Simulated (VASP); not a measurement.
# TlSiSe2 (I4/mcm) in VASP: single point with PBE

Aim: the single point of TlSiSe2 with PBE.

Program: VASP 6.6.1. These are calculated values, not measurements. Logs are shortened: lines on timing, memory, paths and dates and some standing lists are left out, and cuts for length are marked.

**1. The cell of the first run**

It takes space group I4/mcm (No. 140, tetragonal). The conventional cell has a = 7.204 Å, b = 7.204 Å, c = 7.141 Å, α = 90.00°, β = 90.00°, γ = 90.00°. Within 3.8 Å of Se (site symmetry m2m) lie 4 Tl at 2.90 to 3.33 Å and 4 Si at 3.12 Å and 6 Se at 3.61 to 3.62 Å. Si (site symmetry 422) has 8 Se at 3.12 Å and 2 Si at 3.57 Å and 4 Tl at 3.60 Å within 4.1 Å. Tl (site symmetry -42m) has 8 Se at 2.90 to 3.33 Å and 2 Tl at 3.57 Å and 4 Si at 3.60 Å within 3.8 Å.

**2. Single point, PBE**

Input file INCAR:

```
PREC = Accurate
ENCUT = 520
EDIFF = 1E-6
ISMEAR = 1
SIGMA = 0.1199
LREAL = False
LASPH = True
NELM = 100
ALGO = Normal
ISIF = 2
LWAVE = False
LCHARG = False
GGA = PE
NBANDS = 39
```

Input file KPOINTS:

```
Automatic mesh
0
Gamma
  6 6 6
```

Input file POSCAR:

```
TlSiSe2
1.0
   -3.6021499915      3.6021499915      3.5702759270
    3.6021499915     -3.6021499915      3.5702759270
    3.6021499915      3.6021499915     -3.5702759270
Se Si Tl
4 2 2
Direct
    0.7239225873      0.2239225873      0.9478451747
    0.2239225873      0.2760774127      0.5000000000
    0.2760774127      0.7760774127      0.0521548253
    0.7760774127      0.7239225873      0.5000000000
    0.2500000000      0.2500000000      0.0000000000
    0.7500000000      0.7500000000      0.0000000000
    0.7500000000      0.2500000000      0.5000000000
    0.2500000000      0.7500000000      0.5000000000
```

Potentials or basis: VASP PAW PBE potentials, release 64 (Se, Si, Tl_d).

The run is started by

```console
> cat potpaw_PBE.64/Se/POTCAR potpaw_PBE.64/Si/POTCAR potpaw_PBE.64/Tl_d/POTCAR > POTCAR
> mpirun -np 1 vasp_std > vasp.out
```

OUTCAR:

```text
PREC = Accurate
   ENCUT = 520
   EDIFF = 1E-6
   ISMEAR = 1
   LREAL = False
   LASPH = True
   NELM = 100
   ISIF = 2
   GGA = PE

 ion  position               nearest neighbor table
   1  0.724  0.224  0.948-   8 2.90   7 2.90   7 3.33   8 3.33
   2  0.224  0.276  0.500-   7 2.90   8 2.90   7 3.33   8 3.33
   3  0.276  0.776  0.052-   7 2.90   8 2.90   8 3.33   7 3.33
   4  0.776  0.724  0.500-   7 2.90   8 2.90   7 3.33   8 3.33
   5  0.250  0.250  0.000-   7 3.60   8 3.60   8 3.60   7 3.60
   6  0.750  0.750  0.000-   7 3.60   8 3.60   7 3.60   8 3.60
   7  0.750  0.250  0.500-   2 2.90   4 2.90   3 2.90   1 2.90   1 3.33   3 3.33   4 3.33   2 3.33
                             8 3.57   8 3.57   6 3.60   6 3.60   5 3.60   5 3.60
   8  0.250  0.750  0.500-   2 2.90   4 2.90   1 2.90   3 2.90   3 3.33   1 3.33   4 3.33   2 3.33
                             7 3.57   7 3.57   5 3.60   6 3.60   6 3.60   5 3.60

  LATTYP: Found a body centered tetragonal cell.
 ALAT       =     7.2042999830
 C/A-ratio  =     0.9911513778

  Lattice vectors:

 A1 = (  -3.6021499915,   3.6021499915,   3.5702759270)
 A2 = (   3.6021499915,  -3.6021499915,   3.5702759270)
 A3 = (   3.6021499915,   3.6021499915,  -3.5702759270)

Analysis of symmetry for initial positions (statically):
=====================================================================
 Subroutine PRICEL returns:
 Original cell was already a primitive cell.

 Routine SETGRP: Setting up the symmetry group for a
 body centered tetragonal supercell.

 Subroutine GETGRP returns: Found 16 space group operations
 (whereof  8 operations were pure point group operations)
 out of a pool of 16 trial point group operations.

The static configuration has the point symmetry C_4h.
 The point group associated with its full space group is D_4h.

Analysis of symmetry for dynamics (positions and initial velocities):
=====================================================================
 Subroutine PRICEL returns:
 Original cell was already a primitive cell.

 Routine SETGRP: Setting up the symmetry group for a
 body centered tetragonal supercell.

 Subroutine GETGRP returns: Found 16 space group operations
 (whereof  8 operations were pure point group operations)
 out of a pool of 16 trial point group operations.

The dynamic configuration has the point symmetry C_4h.
 The point group associated with its full space group is D_4h.

 Subroutine INISYM returns: Found 16 space group operations
 (whereof  8 operations are pure point group operations),
[... 114 lines left out ...]
   ISIF   =      2    stress and relaxation
   ISYM   =      2    0-nonsym 1-usesym 2-fastsym
   POTIM  = 0.5000    time-step for ionic-motion
   TEBEG  =    0.0;   TEEND  =   0.0 temperature during run
   PSTRESS=    0.0 pullay stress
   NELECT =      58.0000    total number of electrons
   NUPDOWN=      -1.0000    fix difference up-down
   EMIN   =  10.00;   EMAX   =-10.00  energy-range for DOS
   EFERMI =   0.00;   METHOD = LEGACY
   ISMEAR =     1;   SIGMA  =   0.12  broadening in eV -4-tet -1-fermi 0-gaus
   EFERMI_NEDOS =   21; number of points for ismear=-14 and -15
   IALGO  =     38    algorithm
   IMIX   =      4    mixing-type and parameters
     AMIX     =   0.40;   BMIX     =  1.00
     AMIX_MAG =   1.60;   BMIX_MAG =  1.00
  volume/ion in A,a.u.               =      23.16       156.31
  Fermi-wavevector in a.u.,A,eV,Ry     =   1.111533  2.100493 16.810076  1.235506
  Thomas-Fermi vector in A             =   2.248097
   LORBIT       =      0    0 simple, 1 ext, 2 COOP (PROOUT), +10 PAW based schemes
   GGA     = PE    functional components
   LHFCALC =     F    Hartree Fock is set to
   AEXX    =    0.0000 exact exchange contribution
   IVDW    =     0    specifies the selected vdW correction
   LEPSILON=     F    determine dielectric tensor
   LRPA    =     F    only Hartree local field effects (RPA)
 non-spin polarized calculation
 Methfessel and Paxton  Order N= 1 SIGMA  =   0.12
  energy-cutoff  :      520.00
  volume of cell :      185.30
 maximum number of plane-waves:      5025
 NGX is ok and might be reduce to    48
   NGX = 23   NGY = 23   NGZ = 23

 number of electron      57.9999991 magnetization

 Free energy of the ion-electron system (eV)
  ---------------------------------------------------
  ext. energy  EPLUGINS =         0.00000000
  ---------------------------------------------------
  free energy    TOTEN  =       -26.97003237 eV

  energy without entropy =      -26.96951963  energy(sigma->0) =      -26.96986146

 E-fermi :   5.4687     XC(G=0): -10.1000

 val. band max:        5.4606755092   @ k =  -0.3333   0.5000   0.3333
 cond. band min:       5.4706507620   @ k =   0.3333   0.3333  -0.0000
 fundamental gap:      0.0099752528
 Fermi energy:         5.4687264579

 k-point     1 :       0.0000    0.0000    0.0000
  band No.  band energies     occupation
      1      -8.5327      2.00000
      2      -7.3220      2.00000
      3      -7.3220      2.00000
      4      -7.2954      2.00000
      5      -5.8319      2.00000
      6      -5.6082      2.00000
[... 997 lines left out ...]
     38       9.6254      0.00000
     39      10.7727      0.00000

 [... further k-points ...]

------------------------ aborting loop because EDIFF is reached ----------------------------------------

  FORCE on cell =-STRESS in cart. coord.  units (eV):
  Direction    XX          YY          ZZ          XY          YZ          ZX
  --------------------------------------------------------------------------------------
  -------------------------------------------------------------------------------------
  Total       -0.0137094     -0.0137094      0.0039365      0.0000000      0.0000000      0.0000000
  in kB       -0.1185342     -0.1185342      0.0340359      0.0000000      0.0000000      0.0000000
  external PRESSURE =      -0.0676775 kB  Pullay stress =       0.0000000 kB

 VOLUME and BASIS-vectors are now :
 -----------------------------------------------------------------------------
  energy-cutoff  :      520.00
  volume of cell :      185.30
      direct lattice vectors                 reciprocal lattice vectors
    -3.602149992  3.602149992  3.570275927     0.000000000  0.138805991  0.140045198
     3.602149992 -3.602149992  3.570275927     0.138805991  0.000000000  0.140045198
     3.602149992  3.602149992 -3.570275927     0.138805991  0.138805991  0.000000000

 POSITION                                       TOTAL-FORCE (eV/Angst)
 -----------------------------------------------------------------------------------
      1.61321      5.21536     -0.00000         0.002919      0.002919      0.000000
      1.98894      1.61321      0.00000        -0.002919      0.002919      0.000000
      1.98894     -1.61321      3.57028        -0.002919     -0.002919     -0.000000
      1.61321      1.98894      3.57028         0.002919     -0.002919     -0.000000
      0.00000      0.00000      1.78514        -0.000000      0.000000     -0.000000
      0.00000      0.00000      5.35541         0.000000      0.000000     -0.000000
     -0.00000      3.60215      1.78514         0.000000      0.000000     -0.000000
      3.60215     -0.00000      1.78514        -0.000000     -0.000000     -0.000000
 -----------------------------------------------------------------------------------
    total drift:                                0.000000      0.000000     -0.000000

  FREE ENERGIE OF THE ION-ELECTRON SYSTEM (eV)
  ---------------------------------------------------
  free  energy   TOTEN  =       -26.9700323681 eV

  energy  without entropy=      -26.9695196326  energy(sigma->0) =      -26.96986146
```

OSZICAR:

```text
N       E                     dE             d eps       ncg     rms          rms(c)
DAV:   1     0.291930148028E+03    0.29193E+03   -0.26786E+04  2340   0.132E+03
DAV:   2    -0.922110132133E+01   -0.30115E+03   -0.29147E+03  2773   0.255E+02
DAV:   3    -0.274166544740E+02   -0.18196E+02   -0.17742E+02  2782   0.536E+01
DAV:   4    -0.276924075220E+02   -0.27575E+00   -0.27503E+00  2610   0.687E+00
DAV:   5    -0.276956824751E+02   -0.32750E-02   -0.32741E-02  2816   0.757E-01    0.938E+00
DAV:   6    -0.269677990998E+02    0.72788E+00   -0.17469E+00  2707   0.529E+00    0.621E+00
DAV:   7    -0.269732452147E+02   -0.54461E-02   -0.28119E-01  2508   0.203E+00    0.358E+00
DAV:   8    -0.269706178985E+02    0.26273E-02   -0.20010E-02  2706   0.628E-01    0.210E-01
DAV:   9    -0.269699721869E+02    0.64571E-03   -0.29559E-03  2782   0.183E-01    0.868E-02
DAV:  10    -0.269700210952E+02   -0.48908E-04   -0.28780E-04  2599   0.890E-02    0.293E-02
DAV:  11    -0.269700325252E+02   -0.11430E-04   -0.35211E-05  2655   0.315E-02    0.562E-03
DAV:  12    -0.269700323681E+02    0.15710E-06   -0.23603E-06  2256   0.733E-03
   1 F= -.26970032E+02 E0= -.26969861E+02  d E =-.512736E-03
```

stdout:

```text
POSCAR found type information on POSCAR SeSiTl
 POSCAR found :  3 types and       8 ions
 scaLAPACK will be used
 LDA part: xc-table for (Slater+PW92), standard interpolation
 POSCAR, INCAR and KPOINTS ok, starting setup
 FFT: planning ... GRIDC
 FFT: planning ... GRID_SOFT
 FFT: planning ... GRID
 WAVECAR not read
 entering main loop
```

Wall time 1.9 min (1 thread of Intel Xeon Platinum 8488C (Sapphire Rapids), shared host); peak memory 0.44 GiB.

What came out:

- Free energy: -26.9700 eV
- Pressure: 0.0 GPa
- Largest force: 0.004 eV/Å
- Band gap on the k mesh: zero (bands 29 and 30 overlap by 0.46 eV)

Forces on the atoms (eV/Å):
```
Se   0.003  0.003  0.000
Se  -0.003  0.003  0.000
Se  -0.003 -0.003  0.000
Se   0.003 -0.003  0.000
Si   0.000  0.000  0.000
Si   0.000  0.000  0.000
Tl   0.000  0.000  0.000
Tl   0.000  0.000  0.000
```

Levels at points of the mesh, in eV from the Fermi level:
| k point | band 27 | band 28 | band 29 | band 30 | band 31 | band 32 |
| --- | --- | --- | --- | --- | --- | --- |
| (0.00, 0.00, 0.00) | -1.74 | -0.20 | 0.08 | 0.28 | 3.15 | 3.15 |
| (0.50, 0.00, 0.00) | -1.07 | -1.07 | 0.35 | 0.35 | 0.42 | 0.42 |
| (0.50, 0.50, 0.00) | -1.09 | -0.59 | -0.46 | -0.02 | 0.74 | 0.88 |
| (0.50, 0.50, 0.50) | -0.60 | -0.30 | -0.15 | -0.04 | -0.04 | 0.24 |

Caveat: spin-orbit coupling is left out, which moves the levels of the heavy elements.
